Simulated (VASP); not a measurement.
A run of VASP 6.6.1 is set up as follows.

INCAR

```
ALGO = Normal
EDIFF = 1E-6
ENCUT = 520
GGA = RE
GGA_COMPAT = F
ISIF = 2
ISMEAR = 0
IVDW = 12
LASPH = T
LCHARG = F
LREAL = Auto
LWAVE = F
NBANDS = 165
NELM = 120
NELMDL = -8
PREC = Accurate
SIGMA = 0.03
```

KPOINTS

```
k-points
0
Gamma
  1 1 1
```

The input POSCAR:

```
GaSi48H25C3
1.0
    7.6805938572      7.6805938572      0.0000000000
   -7.6805938572      7.6805938572      0.0000000000
    0.0000000000      0.0000000000     23.4276500000
Si H Ga C
48 25 1 3
Direct
    0.6930603400      0.3026076800      0.4074452300
    0.8169251700      0.6788224900      0.4107600600
    0.0629047500      0.9407655500      0.4077763600
    0.3031960000      0.1960679800      0.4317456800
    0.9664516200      0.5361540100      0.4396319200
    0.2134306900      0.7886225400      0.4265171300
    0.4571566300      0.0330262300      0.4439583200
    0.5462561600      0.4490439200      0.4268988400
    0.8782849400      0.3885422100      0.3768594300
    0.8770163100      0.8700347200      0.3744585800
    0.1377745700      0.1260620200      0.3747207500
    0.3792043700      0.3641569300      0.3775185400
    0.1145756900      0.6259230800      0.3773289400
    0.3737730800      0.8897951900      0.3774091500
    0.6049314400      0.1176179100      0.3799013100
    0.6245914200      0.6161742700      0.3767238900
    0.0003497300      0.2511634900      0.3228633200
    0.0057061000      0.7471721600      0.3120288700
    0.2533524200     -0.0017056200      0.3122577400
    0.4991582500      0.2485902100      0.3147753900
    0.2500225300      0.4982325100      0.3250492600
    0.4984186000      0.7529979400      0.3242817300
    0.7443936100      0.0020306200      0.3232194000
    0.7515541100      0.5000059300      0.3132551500
    0.8728738100      0.1259251500      0.2645097900
    0.8763605600      0.6252973800      0.2567045700
    0.1259872600      0.8765528200      0.2564900600
    0.3762114000      0.1252689800      0.2565220600
    0.1263285300      0.3749814200      0.2637250700
    0.3742649300      0.6252941300      0.2652473200
    0.6250711900      0.8734996800      0.2635483200
    0.6224074900      0.3753733000      0.2585667300
    0.7502278400      0.2496722700      0.2030796500
    0.7485521200      0.7516326300      0.2022792100
   -0.0033114600      0.0030551800      0.2028555400
    0.2486639400      0.2518484300      0.2022968700
    0.0030361800      0.4976359600      0.2022865600
    0.2522883200      0.7477435100      0.2026216200
    0.5021948900     -0.0029103100      0.2021766000
    0.4969578400      0.5026330900      0.2031981600
    0.8750000000      0.3750000000      0.1455075500
    0.8750000000      0.8750000000      0.1455075500
    0.1250000000      0.1250000000      0.1455075500
    0.3750000000      0.3750000000      0.1455075500
    0.1250000000      0.6250000000      0.1455075500
    0.3750000000      0.8750000000      0.1455075500
    0.6250000000      0.1250000000      0.1455075500
    0.6250000000      0.6250000000      0.1455075500
    0.9516281900      0.2983718100      0.1067115100
    0.7983718100      0.4516281900      0.1067115100
    0.9516281900      0.7983718100      0.1067115100
    0.7983718100      0.9516281900      0.1067115100
    0.2016281900      0.0483718100      0.1067115100
    0.0483718100      0.2016281900      0.1067115100
    0.4516281900      0.2983718100      0.1067115100
    0.2983718100      0.4516281900      0.1067115100
    0.2016281900      0.5483718100      0.1067115100
    0.0483718100      0.7016281900      0.1067115100
    0.4516281900      0.7983718100      0.1067115100
    0.2983718100      0.9516281900      0.1067115100
    0.7016281900      0.0483718100      0.1067115100
    0.5483718100      0.2016281900      0.1067115100
    0.7016281900      0.5483718100      0.1067115100
    0.5483718100      0.7016281900      0.1067115100
    0.1008146900      0.8874829700      0.5790699700
    0.1623658700      0.7748335900      0.6270002600
    0.0532435100      0.7317894800      0.5732943100
    0.4423452700      0.6701783100      0.5865503300
    0.4555656200      0.6223300900      0.5136565000
    0.4946465600      0.7754577100      0.5328706500
    0.3156882500      0.2933820900      0.5281270300
    0.1685143900      0.3208119900      0.4966225700
    0.2026612300      0.1746946400      0.5278230500
    0.2629179600      0.7587707800      0.5266224500
    0.1322032300      0.7916465900      0.5830102500
    0.4309179600      0.6993038700      0.5420408200
    0.2410623700      0.2515454400      0.5031242400
```

Potentials or basis: VASP PAW PBE potentials, release 64 (Si, H, Ga_d, C).

Run with:

```console
$ cat potpaw_PBE.64/Si/POTCAR potpaw_PBE.64/H/POTCAR potpaw_PBE.64/Ga_d/POTCAR potpaw_PBE.64/C/POTCAR > POTCAR
$ mpirun -np 1 vasp_gam > vasp.out
```

(1) Estimate the dispersion energy per atom.

(2) Predict the largest force.

Results:

(1) -0.344 eV.

(2) 0.344 eV/Å.

Caveat: the k points lie up to 0.58 Å⁻¹ apart; there is no dipole correction, which matters where the two faces differ; the PAW data sets were made with another functional, which shifts forces and pressure a little.
